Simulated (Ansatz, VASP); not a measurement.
**Al6CoRu5 in VASP and in Ansatz**

```
Al Co Ru
1.0
     2.98515    0.00011    0.00008
     0.00010    2.98590    0.00017
     0.00042    0.00066   17.88613
Al Co Ru
6 1 5
Direct
  0.00002 0.99987 0.92093
  0.99990 0.00015 0.07906
  0.99996 0.00007 0.24593
  0.00008 0.00006 0.41538
  0.00007 0.99995 0.58463
  0.00003 0.99987 0.75407
  0.49982 0.50004 0.99999
  0.49988 0.50012 0.16118
  0.50007 0.50009 0.33087
  0.50007 0.50001 0.50001
  0.50006 0.49989 0.66914
  0.50003 0.49989 0.83882
```

Change from the starting cell: cell x1, atoms moved at random (sigma 0.05 Å) and cell strained at random (1.5 %), then relaxed without symmetry.

Alike in both runs: functional PBE; k mesh 8 × 8 × 2; occupations gaussian, width 0.2 eV; no spin polarisation.

Ansatz relaxed the structure, and its values are those at the end. VASP's run is a single point on that final structure, the one shown.

|  | VASP | Ansatz |
| --- | --- | --- |
| version | VASP 6.6.1 | Ansatz 0.2.0 |
| potentials or method | VASP PAW PBE potentials, release 64 (Al, Co, Ru_pv), cutoff 600 eV | scalar-relativistic, plane waves, PAW |
| valence electrons in the cell | 97 | 115 |

|  | VASP | Ansatz | Ansatz less VASP |
| --- | --- | --- | --- |
| gap on the k mesh at the Fermi level (eV) | none | none | - |
| pressure (GPa) | 0.0 | 0.0 | 0.00 |

A gap of «none» marks a metal or a gap that the smearing closes. VASP's potentials hold 97 valence electrons a cell and Ansatz's 115, so a difference there can come from the potentials and not from the codes.
